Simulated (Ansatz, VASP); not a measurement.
**InSb: VASP beside Ansatz**

File POSCAR:

```
InSb
1.0
    0.0000000000      3.2599290552      3.2599290552
    3.2599290552      0.0000000000      3.2599290552
    3.2599290552      3.2599290552      0.0000000000
In Sb
1 1
Direct
    0.0000000000      0.0000000000      0.0000000000
    0.2500000000      0.2500000000      0.2500000000
```

Contents of INCAR.step1:

```
PREC     = Accurate       # precision mode
ENCUT    = 520            # plane-wave cutoff, eV
EDIFF    = 1E-5           # SCF threshold, eV
ISMEAR   = 0              # smearing method
SIGMA    = 0.1            # smearing width, eV
LREAL    = False          # projectors in reciprocal space
LASPH    = True           # aspherical terms in the spheres
NELM     = 100            # most SCF steps
ALGO     = Normal         # electronic algorithm
ISIF     = 2              # what is computed and relaxed
LWAVE    = True           # write WAVECAR
NBANDS   = 16             # bands
GGA      = PE             # functional
```

The input INCAR.step2:

```
PREC     = Accurate       # precision mode
ENCUT    = 520            # plane-wave cutoff, eV
EDIFF    = 1E-6           # SCF threshold, eV
ISMEAR   = 0              # smearing method
SIGMA    = 0.1            # smearing width, eV
LREAL    = False          # projectors in reciprocal space
LASPH    = True           # aspherical terms in the spheres
NELM     = 100            # most SCF steps
ALGO     = Normal         # electronic algorithm
ISIF     = 2              # what is computed and relaxed
LWAVE    = False          # write WAVECAR
LCHARG   = True           # write CHGCAR
GGA      = PE             # functional
LHFCALC  = True           # exact exchange
HFSCREEN = 0.2079         # screening, 1/A
PRECFOCK = Normal       
LELF     = True           # ELF
LVHAR    = True         
NBANDS   = 16             # bands
ISTART   = 1
```

KPOINTS

```
regular mesh
0
Gamma
  4 4 4
```

Input for Ansatz:

```yaml
crystal:
  lattice:
    - [0.0, 3.2599290552, 3.2599290552]
    - [3.2599290552, 0.0, 3.2599290552]
    - [3.2599290552, 3.2599290552, 0.0]
  atoms:
    - { symbol: In, position: [0.0, 0.0, 0.0] }
    - { symbol: Sb, position: [0.25, 0.25, 0.25] }
basis:
  ecutwfc: 420
kpoints:
  mp_grid: { grid: [4, 4, 4] }
  band_path:
    path:
      - [0.0, 0.0, 0.0]
      - [-0.5, -0.5, 0.0]
      - [-0.375, -0.375, 0.25]
      - [-0.375, 0.0, 0.375]
      - [0.0, 0.0, 0.5]
      - [-0.5, -0.25, 0.25]
    npoints: 1
hamiltonian:
  xc: hse06
scf:
  occupations: { method: gaussian, width: 0.1 }
  n_extra_bands: 4
output:
  eigenvalues: true
```

Alike in both runs: task single point; functional HSE06; k mesh 4 × 4 × 4; occupations gaussian, width 0.1 eV; no spin polarisation.

|  | VASP | Ansatz |
| --- | --- | --- |
| version | VASP 6.6.1 | Ansatz 0.2.0 |
| potentials or method | VASP PAW PBE potentials, release 64 (In_d, Sb), cutoff 520 eV | scalar-relativistic, plane waves, PAW |
| valence electrons in the cell | 18 | 28 |

VASP gave:

| Item | Value |
| --- | --- |
| gap on the k mesh at the Fermi level (eV) | 0.44 |
| least direct gap on the mesh (eV) | 0.44 |

Problem. Which values does Ansatz return?

Solution. gap on the k mesh at the Fermi level (eV): 0.41; least direct gap on the mesh (eV): 0.41.

VASP's potentials hold 18 valence electrons a cell and Ansatz's 28, so a difference there can come from the potentials and not from the codes.

Neither program's run includes spin-orbit coupling.
